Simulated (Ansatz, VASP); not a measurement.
BAs in VASP and in Ansatz

POSCAR

```
BAs
1.0
    0.0000000000      2.3918676074      2.4277456215
    2.3918676074      0.0000000000      2.4277456215
    2.3918676074      2.3918676074      0.0000000000
B As
1 1
Direct
    0.0000000000      0.0000000000      0.0000000000
    0.2500000000      0.2500000000      0.2500000000
```

The input INCAR.step1:

```
ALGO     = Normal         # electronic algorithm
EDIFF    = 1E-5           # SCF threshold, eV
ENCUT    = 550            # plane-wave cutoff, eV
GGA      = PE             # functional
GGA_COMPAT= False        
ISMEAR   = 0              # smearing method
LASPH    = True           # aspherical terms in the spheres
LCHARG   = False          # write CHGCAR
LREAL    = False          # projectors in reciprocal space
LWAVE    = True           # write WAVECAR
NBANDS   = 11             # bands
NELM     = 120            # most SCF steps
PREC     = Accurate       # precision mode
SIGMA    = 0.01           # smearing width, eV
```

File INCAR.step2:

```
ALGO     = Normal         # electronic algorithm
EDIFF    = 1E-6           # SCF threshold, eV
ENCUT    = 550            # plane-wave cutoff, eV
GGA_COMPAT= False        
ISIF     = 2              # what is computed and relaxed
ISMEAR   = 0              # smearing method
ISTART   = 1            
LASPH    = True           # aspherical terms in the spheres
LCHARG   = True           # write CHGCAR
LELF     = True           # ELF
LMIXTAU  = True         
LREAL    = False          # projectors in reciprocal space
LVHAR    = True         
LWAVE    = False          # write WAVECAR
METAGGA  = R2SCAN         # meta-GGA
NBANDS   = 11             # bands
NELM     = 120            # most SCF steps
PREC     = Accurate       # precision mode
SIGMA    = 0.01           # smearing width, eV
```

KPOINTS

```
k-points
0
Gamma
  10 10 10
```

Input for Ansatz:

```yaml
crystal:
  lattice:
    - [0.0, 2.3918676074, 2.4277456215]
    - [2.3918676074, 0.0, 2.4277456215]
    - [2.3918676074, 2.3918676074, 0.0]
  atoms:
    - { symbol: B, position: [0.0, 0.0, 0.0] }
    - { symbol: As, position: [0.25, 0.25, 0.25] }
kpoints:
  mp_grid: { grid: [10, 10, 10] }
  band_path:
    path:
      - [0.0, 0.0, 0.0]
      - [-0.5, -0.5, 0.0]
      - [-0.375, -0.375, 0.25]
      - [-0.375, 0.0, 0.375]
      - [0.0, 0.0, 0.5]
      - [-0.5, -0.25, 0.25]
      - [0.0, 0.4, 0.4]
    npoints: 1
hamiltonian:
  xc: r2scan
scf:
  occupations: { method: fixed }
  n_extra_bands: 4
output:
  forces: true
  stress: true
  eigenvalues: true
```

Change from the starting cell: uniaxial_z strain +1.5%.

Alike in both runs: task single point; functional r2SCAN; k mesh 10 × 10 × 10; no spin polarisation.

```csv
,VASP,Ansatz
version,VASP 6.6.1,Ansatz 0.2.0
potentials or method,"VASP PAW PBE potentials, release 64 (B, As)","plane waves, PAW"
plane-wave cutoff (eV),550,500
occupations,"gaussian, width 0.01 eV",fixed
valence electrons in the cell,8,18
```

Ansatz gave:

| Quantity | Value |
| --- | --- |
| gap on the k mesh at the Fermi level (eV) | 1.27 |
| pressure (GPa) | -2.0 |
| traceless stress, the component that is largest in VASP (GPa) | -2.23 |

Q: Which values does VASP return?

A: gap on the k mesh at the Fermi level (eV): 1.27; pressure (GPa): -1.8; traceless stress, the component that is largest in VASP (GPa): -2.22.

VASP's potentials were made for PBE, not for r2SCAN. VASP's potentials hold 8 valence electrons a cell and Ansatz's 18, so a difference there can come from the potentials and not from the codes.
